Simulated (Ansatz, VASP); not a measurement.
# MgCd3Se4: VASP beside Ansatz

```
CELL_PARAMETERS angstrom
6.15609 0.00000 0.00000
0.00000 6.15609 0.00000
0.00000 0.00000 6.15609
ATOMIC_POSITIONS crystal
Mg 0.00000 0.00000 0.00000
Cd 0.50000 0.00000 0.50000
Cd 0.00000 0.50000 0.50000
Cd 0.50000 0.50000 0.00000
Se 0.75551 0.75551 0.24449
Se 0.75551 0.24449 0.75551
Se 0.24449 0.75551 0.75551
Se 0.24449 0.24449 0.24449
```

Alike in both runs: functional PBE; k mesh 2 × 2 × 2; occupations gaussian, width 0.15 eV; no spin polarisation.

Ansatz relaxed the structure, and its values are those at the end. VASP's run is a single point on that final structure, the one shown.

|  | VASP | Ansatz |
| --- | --- | --- |
| version | VASP 6.6.1 | Ansatz 0.2.0 |
| potentials or method | VASP PAW PBE potentials, release 64 (Mg, Cd, Se), cutoff 600 eV | scalar-relativistic, plane waves, PAW |
| valence electrons in the cell | 62 | 134 |

```csv
,VASP,Ansatz,Ansatz less VASP
gap on the k mesh at the Fermi level (eV),0.96,0.96,+0.002
least direct gap on the mesh (eV),0.96,0.96,+0.002
pressure (GPa),0.0,-0.1,-0.15
rms of the force components (eV/Å),0.008,0.005,-0.0031
```

VASP's potentials hold 62 valence electrons a cell and Ansatz's 134, so a difference there can come from the potentials and not from the codes.

The k mesh is coarse, so the values compare programs but aren't converged.
